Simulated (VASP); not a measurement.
Set up this calculation in VASP 6.6.1, as the native input.

* Task: single point
* Functional: PBE
* Potentials or basis: VASP PAW PBE potentials, release 64 (Mg, S)
* Cutoff: 520 eV
* k mesh: 6 × 6 × 6
* Occupations: gaussian, width 0.01 eV
* Spin: no spin polarisation
* Dipole correction: no
* Further INCAR settings: ALGO = Normal; EDIFF = 1e-07; NBANDS = 11

The structure of MgS lies in POSCAR:

```
MgS
1.0
    0.0000000000      2.8196965009      2.8196965009
    2.8196965009      0.0000000000      2.8196965009
    2.8196965009      2.8196965009      0.0000000000
Mg S
1 1
Direct
    0.0000000000      0.0000000000      0.0000000000
    0.2500000000      0.2500000000      0.2500000000
```

This cell differs from its parent crystal: volume changed by -3%.

One way to write it, as run:

INCAR

```
SYSTEM = MgS
  ALGO = Normal
  EDIFF = 1E-7
  ENCUT = 520
  GGA = PE
  ISIF = 2
  ISMEAR = 0
  LASPH = .TRUE.
  LCHARG = .TRUE.
  LELF = .TRUE.
  LREAL = .FALSE.
  LVHAR = .TRUE.
  LWAVE = .FALSE.
  NBANDS = 11
  NELM = 80
  PREC = Accurate
  SIGMA = 0.01
```

KPOINTS

```
k-points
0
G
  6 6 6
  0 0 0
```

Potentials or basis: VASP PAW PBE potentials, release 64 (Mg, S).

The run is started by

```bash
$ cat potpaw_PBE.64/Mg/POTCAR potpaw_PBE.64/S/POTCAR > POTCAR
$ mpirun -np 1 vasp_std > vasp.out
```

It gave:

| Property | Result |
| --- | --- |
| Pressure | 1.7 GPa |
| Band gap on the k mesh | 3.52 eV, direct |

It took 5.4 s on 1 thread of Intel(R) Xeon(R) 6975P-C (Granite Rapids) (shared host), peak memory 0.16 GiB.
